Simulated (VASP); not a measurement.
Input of a VASP 6.6.1 run:

Contents of INCAR:

```
ALGO = Normal
EDIFF = 1E-7
EDIFFG = -0.04
ENCUT = 600
GGA = PE
IBRION = 2
ISIF = 3
ISMEAR = 0
LASPH = T
LCHARG = F
LREAL = F
LWAVE = F
NELM = 100
NSW = 90
PREC = Accurate
SIGMA = 0.1
```

KPOINTS

```
k-points
0
Gamma
  6 6 6
```

File POSCAR:

```
SnH5
1.0
   -2.0885773100      2.0885773100      4.0759484600
    2.0885773100     -2.0885773100      4.0759484600
    2.0885773100      2.0885773100     -4.0759484600
Sn H
1 5
Direct
    0.5000000000      0.5000000000      0.0000000000
    0.1520827900      0.1520827900      0.3041655700
    0.8479172100      0.8479172100      0.6958344300
    0.1520827900      0.8479172100      0.0000000000
    0.8479172100      0.1520827900      0.0000000000
    0.0000000000      0.0000000000      0.0000000000
```

Potentials or basis: VASP PAW PBE potentials, release 64 (Sn_d, H).

Command:

```bash
$ cat potpaw_PBE.64/Sn_d/POTCAR potpaw_PBE.64/H/POTCAR > POTCAR
$ mpirun -np 1 vasp_std > vasp.out
```

Question: Predict the relaxed volume.

Answer: 8.78 Å³/atom.

Question: Predict the relaxed cell.

Answer: a = 4.102 Å, b = 4.102 Å, c = 4.102 Å, α = 112.62°, β = 112.62°, γ = 103.34°.

Question: Predict the space group after relaxing (to 0.05 Å).

Answer: I4/mmm (No. 139).

Stress tensor (GPa, compression positive):
```
0.48 0.00 0.00
0.00 0.48 0.00
0.00 0.00 0.36
```

Caveat: the volume moved by over 15 % at a fixed basis, so the end points are rough.
